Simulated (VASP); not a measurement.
Input of a VASP 6.6.1 run:

INCAR

```
SYSTEM = Si16O31
ALGO = Normal
EDIFF = 1E-7
ENCUT = 520
GGA = CA
ISIF = 2
ISMEAR = -1
LASPH = .True.
LCHARG = .False.
LREAL = Auto
LWAVE = .False.
NBANDS = 154
NELM = 80
PREC = Accurate
SIGMA = 0.05
```

File KPOINTS:

```
k-points
0
Gamma
  1 1 1
  0 0 0
```

POSCAR

```
Si16O31
1.0
    9.9160140000      0.0000000000      0.0000000000
    0.0000000000      8.7413230000      0.0000000000
    0.0000000000      0.0000000000      8.6786430000
Si O
16 31
Direct
    0.4727572247      0.1817425754      0.1655726283
    0.0115045060      0.8480452006      0.1928385246
    0.2337820294      0.3476475780      0.3014564795
    0.4767626010      0.1542509033      0.8062718128
    0.0336025284      0.8132036459      0.8307963602
    0.2292953316      0.3100481598      0.6545143258
    0.2862706000      0.7059625707      0.3237558706
    0.2876697191      0.6651738698      0.6834536137
    0.9840744228      0.2016103842      0.1619639866
    0.4759447429      0.8265086656      0.2064084499
    0.7280181809      0.3349557986      0.3088076494
    0.9821592928      0.1640237717      0.8033660469
    0.5260152003      0.8054703875      0.8436921708
    0.7280200246      0.3083516375      0.6681111936
    0.7507562365      0.6906365671      0.3424348044
    0.7770557072      0.6607895010      0.7037921409
    0.0079339054      0.8053845351      0.0129875632
    0.2776593779      0.5242826134      0.2880373798
    0.2896293347      0.7278621603      0.5090820164
    0.5092266712      0.1856896180     -0.0148247229
    0.0756887402      0.2647358295      0.6914585650
    0.4375016821      0.6820337911      0.7513127716
    0.0110428254     -0.0141125613      0.7736252923
    0.3236704748      0.2504815806      0.1833613797
    0.1481249429      0.7824417000      0.2647698029
    0.2477240721      0.4881123869      0.6924479726
    0.1852361889      0.7631718698      0.7883582713
    0.0784760726      0.3229618365      0.2516797200
    0.3258165858      0.2042898056      0.7594223553
    0.2584202591      0.2843594376      0.4737728411
    0.0132141043      0.0300500754      0.2195534917
    0.6144877775      0.7686269044      0.2829583968
    0.4849679872      0.7958502765      0.0226734825
    0.7508003439      0.5153974787      0.2861822013
    0.7503298207      0.7043301191      0.5268468382
    1.0109356900      0.2108702560     -0.0204509490
    0.5760401181      0.2546849562      0.7010165695
    0.9315749016      0.6978313719      0.7456751690
    0.4965595522     -0.0260891733      0.7757379640
    0.8294949844      0.2432303656      0.1981428456
    0.7487454563      0.4812370818      0.7268910635
    0.6821184666      0.7605526602      0.8170305589
    0.5769969443      0.2864673044      0.2611540770
    0.8271753323      0.1968421276      0.7616023240
    0.7563713913      0.2932737817      0.4863630354
    0.4705662509      0.0099814760      0.2324470621
    0.8813687270      0.7756938980      0.2750540135
```

Potentials or basis: VASP PAW LDA potentials, release 64 (Si, O).

Run with:

```bash
$ cat potpaw_LDA.64/Si/POTCAR potpaw_LDA.64/O/POTCAR > POTCAR
$ mpirun -np 1 vasp_gam > vasp.out
```

(1) Estimate the pressure.

(2) What does it give for the band gap on the k mesh?

(3) What does it give for the largest force?

## Answers

(1) -0.2 GPa.

(2) 5.43 eV.

(3) 0.094 eV/Å.

Caveat: the k points lie up to 0.72 Å⁻¹ apart.
